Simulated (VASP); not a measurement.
# KI (Pm-3m) in VASP: single point with PBE

Aim: the single point of KI with PBE.

All numbers are computed with VASP 6.6.1; they aren't measurements. Logs are shortened: lines on timing, memory, paths and dates and some standing lists are left out, and cuts for length are marked.

## (1) The cell of the first run

It takes space group Pm-3m (No. 221, cubic). Conventional cell: a = 4.291 Å, b = 4.291 Å, c = 4.291 Å, α = 90.00°, β = 90.00°, γ = 90.00°. K (site symmetry m-3m) has 8 I at 3.72 Å and 6 K at 4.29 Å within 4.9 Å. I (site symmetry m-3m) has 8 K at 3.72 Å and 6 I at 4.29 Å within 4.9 Å.

## (2) Single point, PBE

Input file INCAR:

```
SYSTEM = KI
PREC = Accurate
ENCUT = 520
EDIFF = 1E-7
ISMEAR = 0
SIGMA = 0.05
LREAL = .False.
LASPH = .True.
NELM = 80
ALGO = Normal
ISIF = 2
LWAVE = .False.
LCHARG = .False.
GGA = PE
NBANDS = 15
```

Input file KPOINTS:

```
regular mesh
0
Gamma
  10 10 10
  0 0 0
```

Input file POSCAR:

```
KI
1.0
    4.2911966600      0.0000000000      0.0000000000
    0.0000000000      4.2911966600      0.0000000000
    0.0000000000      0.0000000000      4.2911966600
K I
1 1
Direct
    0.0000000000      0.0000000000      0.0000000000
    0.5000000000      0.5000000000      0.5000000000
```

Potentials or basis: VASP PAW PBE potentials, release 64 (K_sv, I).

Launch:

```console
$ cat potpaw_PBE.64/K_sv/POTCAR potpaw_PBE.64/I/POTCAR > POTCAR
$ mpirun -np 1 vasp_std > vasp.out
```

OUTCAR:

```text
SYSTEM = KI
   PREC = Accurate
   ENCUT = 520
   EDIFF = 1E-7
   ISMEAR = 0
   LREAL = .False.
   LASPH = .True.
   NELM = 80
   ISIF = 2
   GGA = PE

 ion  position               nearest neighbor table
   1  0.000  0.000  0.000-
   2  0.500  0.500  0.500-

  LATTYP: Found a simple cubic cell.
 ALAT       =     4.2911966600

  Lattice vectors:

 A1 = (   4.2911966600,   0.0000000000,   0.0000000000)
 A2 = (   0.0000000000,   4.2911966600,   0.0000000000)
 A3 = (   0.0000000000,   0.0000000000,   4.2911966600)

Analysis of symmetry for initial positions (statically):
=====================================================================
 Subroutine PRICEL returns:
 Original cell was already a primitive cell.

 Routine SETGRP: Setting up the symmetry group for a
 simple cubic supercell.

 Subroutine GETGRP returns: Found 48 space group operations
 (whereof 48 operations were pure point group operations)
 out of a pool of 48 trial point group operations.

The static configuration has the point symmetry O_h .

Analysis of symmetry for dynamics (positions and initial velocities):
=====================================================================
 Subroutine PRICEL returns:
 Original cell was already a primitive cell.

 Routine SETGRP: Setting up the symmetry group for a
 simple cubic supercell.

 Subroutine GETGRP returns: Found 48 space group operations
 (whereof 48 operations were pure point group operations)
 out of a pool of 48 trial point group operations.

The dynamic configuration has the point symmetry O_h .

 Subroutine INISYM returns: Found 48 space group operations
 (whereof 48 operations are pure point group operations),
 and found     1 'primitive' translations

----------------------------------------------------------------------------------------

                                     Primitive cell

  volume of cell :      79.0197

  direct lattice vectors                    reciprocal lattice vectors
     4.291196660  0.000000000  0.000000000     0.233035230  0.000000000  0.000000000
     0.000000000  4.291196660  0.000000000     0.000000000  0.233035230  0.000000000
     0.000000000  0.000000000  4.291196660     0.000000000  0.000000000  0.233035230

  length of vectors
     4.291196660  4.291196660  4.291196660     0.233035230  0.233035230  0.233035230

  position of ions in fractional coordinates (direct lattice)
     0.000000000  0.000000000  0.000000000
     0.500000000  0.500000000  0.500000000

[... 81 lines left out ...]
   NFREE  =      0    steps in history (QN), initial steepest desc. (CG)
   ISIF   =      2    stress and relaxation
   ISYM   =      2    0-nonsym 1-usesym 2-fastsym
   POTIM  = 0.5000    time-step for ionic-motion
   TEBEG  =    0.0;   TEEND  =   0.0 temperature during run
   PSTRESS=    0.0 pullay stress
   NELECT =      16.0000    total number of electrons
   NUPDOWN=      -1.0000    fix difference up-down
   EMIN   =  10.00;   EMAX   =-10.00  energy-range for DOS
   EFERMI =   0.00;   METHOD = LEGACY
   ISMEAR =     0;   SIGMA  =   0.05  broadening in eV -4-tet -1-fermi 0-gaus
   EFERMI_NEDOS =   21; number of points for ismear=-14 and -15
   IALGO  =     38    algorithm
   IMIX   =      4    mixing-type and parameters
     AMIX     =   0.40;   BMIX     =  1.00
     AMIX_MAG =   1.60;   BMIX_MAG =  1.00
  volume/ion in A,a.u.               =      39.51       266.63
  Fermi-wavevector in a.u.,A,eV,Ry     =   0.961324  1.816639 12.573738  0.924144
  Thomas-Fermi vector in A             =   2.090686
   LORBIT       =      0    0 simple, 1 ext, 2 COOP (PROOUT), +10 PAW based schemes
   GGA     = PE    functional components
   LHFCALC =     F    Hartree Fock is set to
   AEXX    =    0.0000 exact exchange contribution
   IVDW    =     0    specifies the selected vdW correction
   LEPSILON=     F    determine dielectric tensor
   LRPA    =     F    only Hartree local field effects (RPA)
 non-spin polarized calculation
 Gauss-broadening in eV      SIGMA  =   0.05
  energy-cutoff  :      520.00
  volume of cell :       79.02
 maximum number of plane-waves:      2176
 NGX is ok and might be reduce to    32
   NGX = 15   NGY = 15   NGZ = 15

 number of electron      16.0000003 magnetization

 Free energy of the ion-electron system (eV)
  ---------------------------------------------------
  ext. energy  EPLUGINS =         0.00000000
  ---------------------------------------------------
  free energy    TOTEN  =        -5.42124759 eV

  energy without entropy =       -5.42124759  energy(sigma->0) =       -5.42124759

 E-fermi :   1.0917     XC(G=0):  -7.7095

 val. band max:        0.8812880433   @ k =   0.5000   0.5000   0.0000
 cond. band min:       4.2116341971   @ k =   0.0000   0.0000   0.0000
 fundamental gap:      3.3303461537
 Fermi energy:         1.0917296215

 k-point     1 :       0.0000    0.0000    0.0000
  band No.  band energies     occupation
      1     -28.4962      2.00000
      2     -11.9493      2.00000
      3     -11.9493      2.00000
      4     -11.9493      2.00000
      5     -10.2783      2.00000
      6       0.5203      2.00000
      7       0.5203      2.00000
      8       0.5203      2.00000
      9       4.2116      0.00000
     10       5.6465      0.00000
     11       5.6465      0.00000
     12       9.2697      0.00000
     13       9.2697      0.00000
     14       9.2697      0.00000
[... 401 lines left out ...]
      2     -12.0503      2.00000
      3     -11.9533      2.00000
      4     -11.9493      2.00000
      5     -10.0557      2.00000
      6      -0.8132      2.00000
      7       0.3788      2.00000
      8       0.3928      2.00000
      9       5.8847      0.00000
     10       6.5106      0.00000
     11       7.2988      0.00000
     12       8.6047      0.00000
     13       8.7846      0.00000
     14       9.3549      0.00000
     15       9.9912      0.00000

 [... further k-points ...]
[... 5 lines left out ...]
  --------------------------------------------------------------------------------------
  -------------------------------------------------------------------------------------
  Total        0.2458091      0.2458091      0.2458091      0.0000000      0.0000000     -0.0000000
  in kB        4.9839447      4.9839447      4.9839447      0.0000000      0.0000000     -0.0000000
  external PRESSURE =       4.9839447 kB  Pullay stress =       0.0000000 kB

 VOLUME and BASIS-vectors are now :
 -----------------------------------------------------------------------------
  energy-cutoff  :      520.00
  volume of cell :       79.02
      direct lattice vectors                 reciprocal lattice vectors
     4.291196660  0.000000000  0.000000000     0.233035230  0.000000000  0.000000000
     0.000000000  4.291196660  0.000000000     0.000000000  0.233035230  0.000000000
     0.000000000  0.000000000  4.291196660     0.000000000  0.000000000  0.233035230

 POSITION                                       TOTAL-FORCE (eV/Angst)
 -----------------------------------------------------------------------------------
      0.00000      0.00000      0.00000         0.000000      0.000000      0.000000
      2.14560      2.14560      2.14560         0.000000      0.000000      0.000000
 -----------------------------------------------------------------------------------
    total drift:                                0.000000      0.000000     -0.000000

  FREE ENERGIE OF THE ION-ELECTRON SYSTEM (eV)
  ---------------------------------------------------
  free  energy   TOTEN  =        -5.4212475914 eV

  energy  without entropy=       -5.4212475914  energy(sigma->0) =       -5.42124759
```

OSZICAR:

```text
N       E                     dE             d eps       ncg     rms          rms(c)
DAV:   1     0.886620877145E+02    0.88662E+02   -0.65353E+03  1680   0.915E+02
DAV:   2    -0.326931247708E+00   -0.88989E+02   -0.83372E+02  2177   0.218E+02
DAV:   3    -0.531521512940E+01   -0.49883E+01   -0.49684E+01  2439   0.443E+01
DAV:   4    -0.552794535870E+01   -0.21273E+00   -0.21270E+00  2501   0.834E+00
DAV:   5    -0.552991184751E+01   -0.19665E-02   -0.19665E-02  2429   0.837E-01    0.269E+00
DAV:   6    -0.543812026267E+01    0.91792E-01   -0.65884E-02  2177   0.174E+00    0.193E+00
DAV:   7    -0.541853864859E+01    0.19582E-01   -0.90150E-02  2275   0.174E+00    0.739E-01
DAV:   8    -0.542103966000E+01   -0.25010E-02   -0.13288E-02  1912   0.754E-01    0.155E-01
DAV:   9    -0.542117170516E+01   -0.13205E-03   -0.59357E-04  2408   0.162E-01    0.725E-02
DAV:  10    -0.542123139603E+01   -0.59691E-04   -0.98414E-05  2111   0.626E-02    0.160E-02
DAV:  11    -0.542124828116E+01   -0.16885E-04   -0.26146E-05  2142   0.333E-02    0.182E-02
DAV:  12    -0.542124788547E+01    0.39570E-06   -0.58413E-07  2261   0.577E-03    0.122E-02
DAV:  13    -0.542124772303E+01    0.16243E-06   -0.28037E-07  2177   0.300E-03    0.465E-03
DAV:  14    -0.542124760257E+01    0.12046E-06   -0.16018E-07  2232   0.204E-03    0.105E-03
DAV:  15    -0.542124759138E+01    0.11188E-07   -0.10130E-08  1484   0.657E-04
   1 F= -.54212476E+01 E0= -.54212476E+01  d E =-.174677E-11
```

Wall time 43 s (1 thread of AMD EPYC 7R13 (Zen 3), shared host); peak memory 0.19 GiB.

What came out:

```yaml
Free_energy: -5.4212 eV
Pressure: 0.5 GPa
Band_gap_on_the_k_mesh: 3.33 eV, indirect (least direct gap 3.69 eV)
```

Levels at points of the mesh, in eV from the valence-band top:
```
           k point  band 6  band 7  band 8  band 9  band 10  band 11
(0.00, 0.00, 0.00)   -0.36   -0.36   -0.36    3.33     4.77     4.77
(0.50, 0.00, 0.00)   -2.29   -0.29   -0.29    5.48     6.18     7.05
(0.50, 0.50, 0.00)   -1.71   -1.71    0.00    3.92     5.70     6.80
(0.50, 0.50, 0.50)   -1.66   -1.66   -1.66    5.63     5.63     5.63
```

Caveat: spin-orbit coupling is left out, which moves the levels of the heavy elements.
